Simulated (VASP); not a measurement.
# Au (Im-3m) in VASP: notebook, part 2 of 2

VASP 6.6.1. The steps go on from the part before.

### 4 Single point, LDA

This run uses another cell than the first one, of 18.21 Å³/atom, 1.020 times its volume.

The input, INCAR:

```
SYSTEM = Au
PREC = Accurate
ENCUT = 520
EDIFF = 1E-6
ISMEAR = -1
SIGMA = 0.05
LREAL = .False.
LASPH = .True.
NELM = 80
ALGO = Fast
ISIF = 2
LWAVE = .False.
LCHARG = .False.
GGA = CA
NBANDS = 12
```

The input, KPOINTS:

```
regular mesh
0
Gamma
  11 11 11
  0 0 0
```

The input, POSCAR:

```
Au
1.0
   -1.6572690000      1.6572690000      1.6572690000
    1.6572690000     -1.6572690000      1.6572690000
    1.6572690000      1.6572690000     -1.6572690000
Au
1
Direct
    0.0000000000      0.0000000000      0.0000000000
```

Potentials or basis: VASP PAW LDA potentials, release 64 (Au).

The run is started by

```bash
> cat potpaw_LDA.64/Au/POTCAR > POTCAR
> mpirun -np 1 vasp_std > vasp.out
```

OUTCAR:

```text
SYSTEM = Au
   PREC = Accurate
   ENCUT = 520
   EDIFF = 1E-6
   ISMEAR = -1
   LREAL = .False.
   LASPH = .True.
   NELM = 80
   ISIF = 2
   GGA = CA

 ion  position               nearest neighbor table
   1  0.000  0.000  0.000-

  LATTYP: Found a body centered cubic cell.
 ALAT       =     3.3145380000

  Lattice vectors:

 A1 = (  -1.6572690000,   1.6572690000,   1.6572690000)
 A2 = (   1.6572690000,  -1.6572690000,   1.6572690000)
 A3 = (   1.6572690000,   1.6572690000,  -1.6572690000)

Analysis of symmetry for initial positions (statically):
[... 530 lines left out ...]
      5       5.6717      2.00000
      6      11.0630      0.00000
      7      11.4125      0.00000
      8      16.8584      0.00000
      9      19.4687      0.00000
     10      29.8792      0.00000
     11      31.4960      0.00000
     12      33.4664      0.00000

 [... further k-points ...]
[... 5 lines left out ...]
  --------------------------------------------------------------------------------------
  -------------------------------------------------------------------------------------
  Total       -1.4410541     -1.4410541     -1.4410541      0.0000000      0.0000000     -0.0000000
  in kB     -126.8095205   -126.8095205   -126.8095205      0.0000000      0.0000000     -0.0000000
  external PRESSURE =    -126.8095205 kB  Pullay stress =       0.0000000 kB

 VOLUME and BASIS-vectors are now :
 -----------------------------------------------------------------------------
  energy-cutoff  :      520.00
  volume of cell :       18.21
      direct lattice vectors                 reciprocal lattice vectors
    -1.657269000  1.657269000  1.657269000     0.000000000  0.301701172  0.301701172
     1.657269000 -1.657269000  1.657269000     0.301701172  0.000000000  0.301701172
     1.657269000  1.657269000 -1.657269000     0.301701172  0.301701172  0.000000000

 POSITION                                       TOTAL-FORCE (eV/Angst)
 -----------------------------------------------------------------------------------
      0.00000      0.00000      0.00000        -0.000000      0.000000     -0.000000
 -----------------------------------------------------------------------------------
    total drift:                               -0.000000     -0.000000     -0.000000

  FREE ENERGIE OF THE ION-ELECTRON SYSTEM (eV)
  ---------------------------------------------------
  free  energy   TOTEN  =        -4.3511075032 eV

  energy  without entropy=       -4.3452483584  energy(sigma->0) =       -4.34817793
```

OSZICAR:

```text
N       E                     dE             d eps       ncg     rms          rms(c)
DAV:   1     0.488871907718E+02    0.48887E+02   -0.56038E+03  1392   0.818E+02
DAV:   2    -0.397675162412E+01   -0.52864E+02   -0.49695E+02  1604   0.184E+02
DAV:   3    -0.468230018589E+01   -0.70555E+00   -0.70486E+00  1576   0.207E+01
DAV:   4    -0.468474179589E+01   -0.24416E-02   -0.24415E-02  1536   0.140E+00
DAV:   5    -0.468476036685E+01   -0.18571E-04   -0.18570E-04  1580   0.117E-01    0.765E+00
RMM:   6    -0.436954108616E+01    0.31522E+00   -0.40242E-01  1346   0.512E+00    0.496E+00
RMM:   7    -0.435418979156E+01    0.15351E-01   -0.24911E-02  1426   0.146E+00    0.272E+00
RMM:   8    -0.435114440383E+01    0.30454E-02   -0.27641E-03  1479   0.488E-01    0.338E-01
RMM:   9    -0.435110737281E+01    0.37031E-04   -0.41999E-04  1541   0.169E-01    0.876E-02
RMM:  10    -0.435110902958E+01   -0.16568E-05   -0.60847E-05  1536   0.597E-02    0.562E-02
RMM:  11    -0.435110746010E+01    0.15695E-05   -0.97225E-06  1439   0.226E-02    0.959E-03
RMM:  12    -0.435110750323E+01   -0.43128E-07   -0.15558E-06  1132   0.840E-03
   1 F= -.43511075E+01 E0= -.43481779E+01  d E =-.585914E-02
```

Run time: 15 s. Hardware: 1 thread of Intel Xeon 8259CL, shared host; peak memory 0.1 GiB.

Results:

```
Free energy : -4.3511 eV
Pressure    : -12.7 GPa
```

Levels at points of the mesh, in eV from the Fermi level:
```
           k point  band 1  band 2  band 3  band 4  band 5  band 6  band 7  band 8  band 9  band 10
(0.00, 0.00, 0.00)   -9.09   -4.39   -4.39   -4.39   -2.62   -2.62   16.59   16.59   16.59    23.16
```

Caveat: spin-orbit coupling is left out, which moves the levels of the heavy elements.

### 5 Summary

```tsv
level	potentials or basis	cell	gap on the mesh (eV)	pressure (GPa)
r2SCAN	VASP PAW PBE potentials, release 64 (Au)	a = 2.851 Å, angles 109.5°, 1 atom	none	-1.2
r2SCAN	VASP PAW PBE potentials, release 64 (Au)	a = 2.927 Å, angles 109.5°, 1 atom	none	-10.1
LDA	VASP PAW LDA potentials, release 64 (Au)	a = 2.870 Å, angles 109.5°, 1 atom	none	-12.7
```

Alike in all rows: task single point; no spin polarisation; k mesh 11 × 11 × 11; cutoff (eV) 520; smearing fermi-dirac 0.05 eV.

Caveats: spin-orbit coupling is left out, which moves the levels of the heavy elements; the PAW data sets were made with another functional, which shifts forces and pressure a little (some runs).

Total energies depend on the potentials used, so only differences within one code and one set of settings carry meaning.
